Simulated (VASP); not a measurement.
A run of VASP 6.6.1 is set up as follows.

The input POSCAR:

```
CsH
1.0
    0.0000000000      2.9329600000      2.9329600000
    2.9329600000      0.0000000000      2.9329600000
    2.9329600000      2.9329600000      0.0000000000
Cs H
1 1
Direct
    0.0000000000      0.0000000000      0.0000000000
    0.5000000000      0.5000000000      0.5000000000
```

Contents of INCAR.step1:

```
SYSTEM = CsH
PREC = Accurate
ENCUT = 520
ISMEAR = 0
SIGMA = 0.05
LREAL = .FALSE.
LASPH = .TRUE.
NELM = 60
NBANDS = 12
GGA = PE
ALGO = Normal
EDIFF = 1E-4
LWAVE = .TRUE.
LCHARG = .FALSE.
```

Contents of INCAR.step2:

```
SYSTEM = CsH
PREC = Accurate
ENCUT = 520
EDIFF = 1E-6
ISMEAR = 0
SIGMA = 0.05
LREAL = .FALSE.
LASPH = .TRUE.
NELM = 60
ALGO = Normal
ISIF = 2
LWAVE = .FALSE.
LCHARG = .TRUE.
METAGGA = R2SCAN
LMIXTAU = .TRUE.
LELF = .TRUE.
LVHAR = .TRUE.
NBANDS = 12
ISTART = 1
```

KPOINTS

```
Automatic mesh
0
G
  6 6 6
  0 0 0
```

Potentials or basis: VASP PAW PBE potentials, release 64 (Cs_sv, H).

Launch:

```console
$ cat potpaw_PBE.64/Cs_sv/POTCAR potpaw_PBE.64/H/POTCAR > POTCAR
$ cp INCAR.step1 INCAR
$ mpirun -np 1 vasp_std > vasp.out
$ cp INCAR.step2 INCAR
$ mpirun -np 1 vasp_std > vasp.out
```

(1) Estimate the band gap on the k mesh.

(2) Estimate the pressure.

Answers

(1) 2.26 eV, direct.

(2) 4.1 GPa.

Caveat: the cell differs from its parent crystal (strain -0.080 along x and y, -0.080 along z); the PAW data sets were made with another functional, which shifts forces and pressure a little; spin-orbit coupling is left out, which moves the levels of the heavy elements.
